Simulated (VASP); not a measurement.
Wanted: the native input for a VASP 6.6.1 run.

* Task: single point
* Functional: LDA
* Potentials or basis: VASP PAW LDA potentials, release 64 (Ti_sv, C)
* Cutoff: 600 eV
* k mesh: 12 × 12 × 12
* Occupations: fermi-dirac, width 0.0272 eV
* Spin: no spin polarisation
* Dipole correction: no
* Further INCAR settings: ALGO = Normal; EDIFF = 1e-06; NBANDS = 15

The structure of TiC lies in POSCAR:

```
TiC
1.0
    0.0000000000      2.1593000000      2.1593000000
    2.1593000000      0.0000000000      2.1593000000
    2.1593000000      2.1593000000      0.0000000000
Ti C
1 1
Direct
    0.0000000000      0.0000000000      0.0000000000
    0.5000000000      0.5000000000      0.5000000000
```

The input as run:

INCAR

```
SYSTEM = TiC
PREC = Accurate
ENCUT = 600
EDIFF = 1E-6
ISMEAR = -1
SIGMA = 0.0272
LREAL = .FALSE.
LASPH = .TRUE.
NELM = 120
ALGO = Normal
ISIF = 2
LWAVE = .FALSE.
LCHARG = .FALSE.
GGA = CA
NBANDS = 15
GGA_COMPAT = .FALSE.
```

KPOINTS

```
Automatic mesh
0
G
  12 12 12
  0 0 0
```

Potentials or basis: VASP PAW LDA potentials, release 64 (Ti_sv, C).

Run with:

```sh
$ cat potpaw_LDA.64/Ti_sv/POTCAR potpaw_LDA.64/C/POTCAR > POTCAR
$ mpirun -np 1 vasp_std > vasp.out
```

It gave:

| Item | Value |
| --- | --- |
| Pressure | -10.0 GPa |
| Band gap on the k mesh | zero (band 8 reaches 9.97 eV, above the bottom of band 9 at 8.93 eV) |

Run time: 12 s on 1 thread of Intel Xeon 6975P-C, on a shared host, peak memory 0.15 GiB.
